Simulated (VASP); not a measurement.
Sn: single point with PBEsol

Sn:

```
CELL_PARAMETERS angstrom
-1.90516 1.83963 1.87240
1.90516 -1.83963 1.87240
1.90516 1.83963 -1.87240
ATOMIC_POSITIONS crystal
Sn 0.00000 0.00000 0.00000
```

This cell differs from its parent crystal: strain +0.0175 x Voigt [1, -1, 0, 0, 0, 0].

```json
{"Program": "VASP 6.6.1", "Task": "single point", "Functional": "PBEsol", "Potentials or basis": "VASP PAW PBE potentials, release 64 (Sn_d)", "Cutoff": "520 eV", "k mesh": "22 × 22 × 22", "Occupations": "gaussian, width 0.15 eV", "Spin": "no spin polarisation", "Dipole correction": "no", "Further INCAR settings": "ALGO = Fast; EDIFF = 1e-06; NBANDS = 13"}
```

```
Pressure               : -0.3 GPa
Band gap on the k mesh : zero (bands 7 and 8 overlap by 10.69 eV)
```

Stress tensor (GPa, compression positive):
```
-0.14  0.00  0.00
 0.00 -0.56  0.00
 0.00  0.00 -0.18
```

Levels at points of the mesh, in eV from the Fermi level:
```
           k point  band 5  band 6  band 7  band 8  band 9  band 10
(0.00, 0.00, 0.00)  -21.30  -11.35    8.17    8.25    8.40    11.99
(0.50, 0.00, 0.00)  -21.21   -6.34   -4.55    3.51    5.25     7.90
(0.00, 0.50, 0.00)  -21.22   -6.57   -4.65    3.96    5.87     8.45
(0.50, 0.50, 0.00)  -21.21   -6.45   -4.60    3.73    5.55     8.17
(0.50, 0.50, 0.50)  -21.23   -2.31   -0.84   -0.51   -0.17     3.71
```

Run time: 3.6 min on 1 thread of Intel(R) Xeon(R) Platinum 8259CL CPU @ 2.50GHz (Skylake/Cascade Lake), with other jobs on the host, peak memory 0.55 GiB.

Caveat: the cell differs from its parent crystal (strain +0.0175 x Voigt [1, -1, 0, 0, 0, 0]); the PAW data sets were made with another functional, which shifts forces and pressure a little; spin-orbit coupling is left out, which moves the levels of the heavy elements.
